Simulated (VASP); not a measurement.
# Au in VASP: single point with LDA

Aim: the single point of Au with LDA.

Everything below comes from runs of VASP 6.6.1. Logs are shortened: lines on timing, memory, paths and dates and some standing lists are left out, and cuts for length are marked.

**1. The cell of the first run**

The cell holds a slab with vacuum, 16 atoms: a = 8.160 Å, b = 5.770 Å, c = 15.327 Å, α = 90.00°, β = 90.00°, γ = 90.00°.

**2. Single point, LDA**

The input, INCAR:

```
SYSTEM = Au
  PREC = Accurate
  ENCUT = 520
  EDIFF = 1E-6
  ISMEAR = -1
  SIGMA = 0.1
  LREAL = Auto
  LASPH = .TRUE.
  NELM = 60
  ALGO = Normal
  ISIF = 2
  LWAVE = .FALSE.
  LCHARG = .TRUE.
  LELF = .TRUE.
  LVHAR = .TRUE.
  NBANDS = 102
```

The input, KPOINTS:

```
Automatic mesh
0
G
  2 3 1
  0 0 0
```

The input, POSCAR:

```
Au
1.0
    8.1600000000      0.0000000000      0.0000000000
    0.0000000000      5.7699910000      0.0000000000
    0.0000000000      0.0000000000     15.3274940000
Au
16
Direct
    0.2500000000      0.2500003899      0.0652422373
    0.7500000000      0.2500003899      0.0652422373
    0.2500000000      0.7500011698      0.0652422373
    0.7500000000      0.7500011698      0.0652422373
   -0.0087622549      0.0044020866      0.1562812551
    0.5051960784     -0.0189601682      0.1288468943
   -0.0098651961      0.5170372016      0.1426586760
    0.4951715686      0.4831723308      0.1389268200
    0.2654044118      0.2316294774      0.2556908520
    0.7412867647      0.2172620373      0.2591682633
    0.2531004902      0.7455470901      0.2562910806
    0.7452205882      0.6912142497      0.2545425886
   -0.0054779412     -0.0254593118      0.3301974869
    0.5137009804     -0.0303986609      0.3194129451
    0.0142401961      0.4944201819      0.3319068336
    0.4899877451      0.5069158687      0.3273724981
```

Potentials or basis: VASP PAW LDA potentials, release 64 (Au).

Run with:

```sh
$ cat potpaw_LDA.64/Au/POTCAR > POTCAR
$ mpirun -np 1 vasp_std > vasp.out
```

OUTCAR:

```text
SYSTEM = Au
   PREC = Accurate
   ENCUT = 520
   EDIFF = 1E-6
   ISMEAR = -1
   LREAL = Auto
   LASPH = .TRUE.
   NELM = 60
   ISIF = 2

 ion  position               nearest neighbor table
   1  0.250  0.250  0.065-   8 2.66   6 2.77   7 2.88   3 2.88   3 2.89   5 2.90   9 2.92
   2  0.750  0.250  0.065-   6 2.71   8 2.72   7 2.76   5 2.80   4 2.88   4 2.89  10 2.98
   3  0.250  0.750  0.065-   6 2.66   8 2.77   7 2.78   1 2.88   1 2.89   5 2.93  11 2.93
   4  0.750  0.750  0.065-   6 2.59   7 2.66   8 2.82   5 2.82   2 2.88   2 2.89  12 2.92
   5  0.991  0.004  0.156-  13 2.67   2 2.80   7 2.82   4 2.82  10 2.86   1 2.90   3 2.93   7 2.97
                             9 3.01  11 3.02  12 3.09
   6  0.505  0.981  0.129-   4 2.59   3 2.66   2 2.71   1 2.77   8 2.88   8 2.90  14 2.92  10 3.09
                             9 3.11  11 3.15  12 3.22
   7  0.990  0.517  0.143-   4 2.66   2 2.76   3 2.78  12 2.82   5 2.82   1 2.88  15 2.91   5 2.97
                            11 3.06  10 3.21   9 3.28
   8  0.495  0.483  0.139-   1 2.66   2 2.72   3 2.77   4 2.82   6 2.88  16 2.89   6 2.90  12 2.96
                             9 2.97  11 3.07  10 3.13
   9  0.265  0.232  0.256-  16 2.66  14 2.71  15 2.80  11 2.81  13 2.90   1 2.92  11 2.97   8 2.97
                             5 3.01   6 3.11   7 3.28
  10  0.741  0.217  0.259-  14 2.52  13 2.72  12 2.74  16 2.84   5 2.86  15 2.96   2 2.98  12 3.04
                             6 3.09   8 3.13   7 3.21
  11  0.253  0.746  0.256-  16 2.61  14 2.67  15 2.69  13 2.74   9 2.81   3 2.93   9 2.97   5 3.02
                             7 3.06   8 3.07   6 3.15
  12  0.745  0.691  0.255-  16 2.59  14 2.67  10 2.74  15 2.74   7 2.82  13 2.86   4 2.92   8 2.96
                            10 3.04   5 3.09   6 3.22
  13  0.995  0.975  0.330-   5 2.67  10 2.72  11 2.74  15 2.78  12 2.86   9 2.90  15 3.00
  14  0.514  0.970  0.319-  10 2.52  11 2.67  12 2.67  16 2.68   9 2.71   6 2.92  16 3.11
  15  0.014  0.494  0.332-  11 2.69  12 2.74  13 2.78   9 2.80   7 2.91  10 2.96  13 3.00
  16  0.490  0.507  0.327-  12 2.59  11 2.61   9 2.66  14 2.68  10 2.84   8 2.89  14 3.11

  LATTYP: Found a simple orthorhombic cell.
 ALAT       =     5.7699910000
 B/A-ratio  =     1.4142136444
 C/A-ratio  =     2.6564155819

  Lattice vectors:

 A1 = (   0.0000000000,  -5.7699910000,   0.0000000000)
 A2 = (   8.1600000000,   0.0000000000,   0.0000000000)
 A3 = (   0.0000000000,   0.0000000000,  15.3274940000)

Analysis of symmetry for initial positions (statically):
=====================================================================
 Subroutine PRICEL returns:
 Original cell was already a primitive cell.

 Routine SETGRP: Setting up the symmetry group for a
 simple orthorhombic supercell.

 Subroutine GETGRP returns: Found  1 space group operations
 (whereof  1 operations were pure point group operations)
 out of a pool of  8 trial point group operations.

The static configuration has the point symmetry C_1 .

Analysis of symmetry for dynamics (positions and initial velocities):
=====================================================================
 Subroutine PRICEL returns:
 Original cell was already a primitive cell.

 Routine SETGRP: Setting up the symmetry group for a
 simple orthorhombic supercell.

 Subroutine GETGRP returns: Found  1 space group operations
 (whereof  1 operations were pure point group operations)
 out of a pool of  8 trial point group operations.

The dynamic configuration has the point symmetry C_1 .

 Subroutine INISYM returns: Found  1 space group operations
 (whereof  1 operations are pure point group operations),
 and found     1 'primitive' translations

----------------------------------------------------------------------------------------

                                     Primitive cell

  volume of cell :     721.6663

  direct lattice vectors                    reciprocal lattice vectors
     8.160000000  0.000000000  0.000000000     0.122549020  0.000000000  0.000000000
     0.000000000  5.769991000  0.000000000     0.000000000  0.173310496  0.000000000
     0.000000000  0.000000000 15.327494000     0.000000000  0.000000000  0.065242237

  length of vectors
     8.160000000  5.769991000 15.327494000     0.122549020  0.173310496  0.065242237

  position of ions in fractional coordinates (direct lattice)
     0.250000000  0.250000390  0.065242237
     0.750000000  0.250000390  0.065242237
     0.250000000  0.750001170  0.065242237
     0.750000000  0.750001170  0.065242237
     0.991237745  0.004402087  0.156281255
     0.505196078  0.981039832  0.128846894
[... 8 lines left out ...]
     0.014240196  0.494420182  0.331906834
     0.489987745  0.506915869  0.327372498

  ion indices of the primitive-cell ions
   primitive index   ion index
                 1           1
                 2           2
                 3           3
                 4           4
                 5           5
                 6           6
[... 8 lines left out ...]
                15          15
                16          16

----------------------------------------------------------------------------------------

 KPOINTS: Automatic mesh

Automatic generation of k-mesh.
 Grid dimensions read from file:
 generate k-points for:    2    3    1

 Generating k-lattice:

  Cartesian coordinates                     Fractional coordinates (reciprocal lattice)
     0.061274510  0.000000000  0.000000000     0.500000000  0.000000000  0.000000000
     0.000000000  0.057770165  0.000000000     0.000000000  0.333333333  0.000000000
     0.000000000  0.000000000  0.065242237     0.000000000  0.000000000  1.000000000

  Length of vectors
     0.061274510  0.057770165  0.065242237

  Shift w.r.t. Gamma in fractional coordinates (k-lattice)
     0.000000000  0.000000000  0.000000000

 Subroutine IBZKPT returns following result:
 ===========================================

 Found      4 irreducible k-points:

 Following reciprocal coordinates:
            Coordinates               Weight
  0.000000  0.000000  0.000000      1.000000
  0.500000  0.000000  0.000000      1.000000
  0.000000  0.333333  0.000000      2.000000
  0.500000  0.333333  0.000000      2.000000
   k-points           NKPTS =      4   k-points in BZ     NKDIM =      4   number of bands    NBANDS=    102
   number of dos      NEDOS =    301   number of ions     NIONS =     16
   total plane-waves  NPLWV = 368640
   dimension x,y,z NGX =    64 NGY =   48 NGZ =  120
   dimension x,y,z NGXF=   128 NGYF=   96 NGZF=  240
   ions per type =              16
   NGX,Y,Z   is equivalent  to a cutoff of  13.04, 13.83, 13.02 a.u.
   NGXF,Y,Z  is equivalent  to a cutoff of  26.08, 27.66, 26.03 a.u.
 SYSTEM =  Au
   PREC   = accura    normal or accurate (medium, high low for compatibility)
   ISTART =      0    job   : 0-new  1-cont  2-samecut
   ICHARG =      2    charge: 1-file 2-atom 10-const
   ISPIN  =      1    spin polarized calculation?
   LNONCOLLINEAR =      F non collinear calculations
   LSORBIT =      F    spin-orbit coupling
   LASPH  =      T    aspherical Exc in radial PAW
   ENCUT  =  520.0 eV  38.22 Ry    6.18 a.u.  15.17 10.73 28.50*2*pi/ulx,y,z
   NELM   =     60;   NELMIN=  2; NELMDL= -5     # of ELM steps
   EDIFF  = 0.1E-05   stopping-criterion for ELM
   LREAL  =      T    real-space projection
   EDIFFG = 0.1E-04   stopping-criterion for IOM
   NSW    =      0    number of steps for IOM
[... 5 lines left out ...]
   TEBEG  =    0.0;   TEEND  =   0.0 temperature during run
   PSTRESS=    0.0 pullay stress
   NELECT =     176.0000    total number of electrons
   NUPDOWN=      -1.0000    fix difference up-down
   EMIN   =  10.00;   EMAX   =-10.00  energy-range for DOS
   EFERMI =   0.00;   METHOD = LEGACY
   ISMEAR =    -1;   SIGMA  =   0.10  broadening in eV -4-tet -1-fermi 0-gaus
   EFERMI_NEDOS =   21; number of points for ismear=-14 and -15
   IALGO  =     38    algorithm
   IMIX   =      4    mixing-type and parameters
     AMIX     =   0.40;   BMIX     =  1.00
     AMIX_MAG =   1.60;   BMIX_MAG =  1.00
  volume/ion in A,a.u.               =      45.10       304.38
  Fermi-wavevector in a.u.,A,eV,Ry     =   1.022822  1.932854 14.233948  1.046166
  Thomas-Fermi vector in A             =   2.156523
   LORBIT       =      0    0 simple, 1 ext, 2 COOP (PROOUT), +10 PAW based schemes
   GGA     = CA    functional components
   LHFCALC =     F    Hartree Fock is set to
   AEXX    =    0.0000 exact exchange contribution
   IVDW    =     0    specifies the selected vdW correction
   LEPSILON=     F    determine dielectric tensor
   LRPA    =     F    only Hartree local field effects (RPA)
 non-spin polarized calculation
  energy-cutoff  :      520.00
  volume of cell :      721.67
 maximum number of plane-waves:     19462
 NGX is ok and might be reduce to    64
   NGX = 31   NGY = 21   NGZ = 57

 number of electron     176.0000005 magnetization

 Free energy of the ion-electron system (eV)
  ---------------------------------------------------
  ext. energy  EPLUGINS =         0.00000000
  ---------------------------------------------------
  free energy    TOTEN  =       -62.08064499 eV

  energy without entropy =      -61.85765023  energy(sigma->0) =      -61.96914761

 E-fermi :   0.1155     XC(G=0):  -6.0421

 val. band max:        0.1126149336   @ k =   0.0000   0.3333   0.0000
 cond. band min:       0.1610453517   @ k =   0.5000   0.0000   0.0000
 fundamental gap:      0.0484304181
 Fermi energy:         0.1154851448

 k-point     1 :       0.0000    0.0000    0.0000
  band No.  band energies     occupation
      1      -8.6714      2.00000
      2      -7.0013      2.00000
      3      -6.9362      2.00000
      4      -6.7444      2.00000
      5      -6.5628      2.00000
      6      -6.4382      2.00000
[... 92 lines left out ...]
     99       3.5417      0.00000
    100       3.8889      0.00000

 k-point     2 :       0.5000    0.0000    0.0000
  band No.  band energies     occupation
      1      -8.1285      2.00000
      2      -7.9574      2.00000
      3      -6.9728      2.00000
      4      -6.6635      2.00000
      5      -6.4782      2.00000
      6      -6.4002      2.00000
[... 92 lines left out ...]
     99       3.3894      0.00000
    100       3.6297      0.00000

 k-point     3 :       0.0000    0.3333    0.0000
  band No.  band energies     occupation
      1      -8.0574      2.00000
      2      -6.7630      2.00000
      3      -6.4997      2.00000
      4      -6.4165      2.00000
      5      -6.2738      2.00000
      6      -6.2029      2.00000
[... 92 lines left out ...]
     99       4.4942      0.00000
    100       4.9505      0.00000

 k-point     4 :       0.5000    0.3333    0.0000
  band No.  band energies     occupation
      1      -7.5571      2.00000
      2      -7.4144      2.00000
      3      -6.5984      2.00000
      4      -6.5477      2.00000
      5      -6.4047      2.00000
      6      -6.1303      2.00000
[... 92 lines left out ...]
     99       4.1163      0.00000
    100       4.3158      0.00000
 [bands above 100 left out]

------------------------ aborting loop because EDIFF is reached ----------------------------------------

  FORCE on cell =-STRESS in cart. coord.  units (eV):
  Direction    XX          YY          ZZ          XY          YZ          ZX
  --------------------------------------------------------------------------------------
  -------------------------------------------------------------------------------------
  Total        4.6659485    -19.5028225     -1.1803429      0.8020154     -1.2397385     -0.1087491
  in kB       10.3589103    -43.2983753     -2.6204888      1.7805609     -2.7523536     -0.2414348
  external PRESSURE =     -11.8533180 kB  Pullay stress =       0.0000000 kB

 VOLUME and BASIS-vectors are now :
 -----------------------------------------------------------------------------
  energy-cutoff  :      520.00
  volume of cell :      721.67
      direct lattice vectors                 reciprocal lattice vectors
     8.160000000  0.000000000  0.000000000     0.122549020  0.000000000  0.000000000
     0.000000000  5.769991000  0.000000000     0.000000000  0.173310496  0.000000000
     0.000000000  0.000000000 15.327494000     0.000000000  0.000000000  0.065242237

 POSITION                                       TOTAL-FORCE (eV/Angst)
 -----------------------------------------------------------------------------------
      2.04000      1.44250      1.00000        -0.709661     -0.167945      0.457398
      6.12000      1.44250      1.00000         0.326288     -0.051790      0.295062
      2.04000      4.32750      1.00000        -0.596763     -0.082262      0.345171
      6.12000      4.32750      1.00000         0.283112     -0.126348     -0.157936
      8.08850      0.02540      2.39540         0.440443      0.293954     -1.044848
      4.12240      5.66059      1.97490        -0.524513      0.614704      0.402998
[... 8 lines left out ...]
      0.11620      2.85280      5.08730        -0.184859     -0.737729     -0.354942
      3.99830      2.92490      5.01780         0.111400     -1.214256      0.498045
 -----------------------------------------------------------------------------------
    total drift:                               -0.001766     -0.005310     -0.005796

  FREE ENERGIE OF THE ION-ELECTRON SYSTEM (eV)
  ---------------------------------------------------
  free  energy   TOTEN  =       -62.0806449896 eV

  energy  without entropy=      -61.8576502307  energy(sigma->0) =      -61.96914761
```

Run time: 4.6 min. Hardware: 1 thread of Intel Xeon 6975P-C (Granite Rapids), shared host; peak memory 0.62 GiB.

What came out:

```
Free energy            : -62.0806 eV
Largest force          : 1.350 eV/Å
Band gap on the k mesh : zero (bands 88 and 89 overlap by 0.18 eV)
```

Forces on the atoms (eV/Å):
```
Au  -0.710 -0.168  0.457
Au   0.326 -0.052  0.295
Au  -0.597 -0.082  0.345
Au   0.283 -0.126 -0.158
Au   0.440  0.294 -1.045
Au  -0.525  0.615  0.403
Au   0.770 -0.639  0.023
Au   0.235  0.171  0.046
Au  -0.779 -0.027 -0.132
Au   1.032  0.798 -0.345
Au  -0.707  0.107 -0.642
Au   1.011  0.587 -0.346
Au   0.048  0.333  0.273
Au  -0.755  0.141  0.682
Au  -0.185 -0.738 -0.355
Au   0.111 -1.214  0.498
```

Caveat: the k points lie up to 0.38 Å⁻¹ apart; there is no dipole correction, which matters where the two faces differ; spin-orbit coupling is left out, which moves the levels of the heavy elements.

The gap in the log of VASP goes by the Fermi energy; the results here count the filled bands.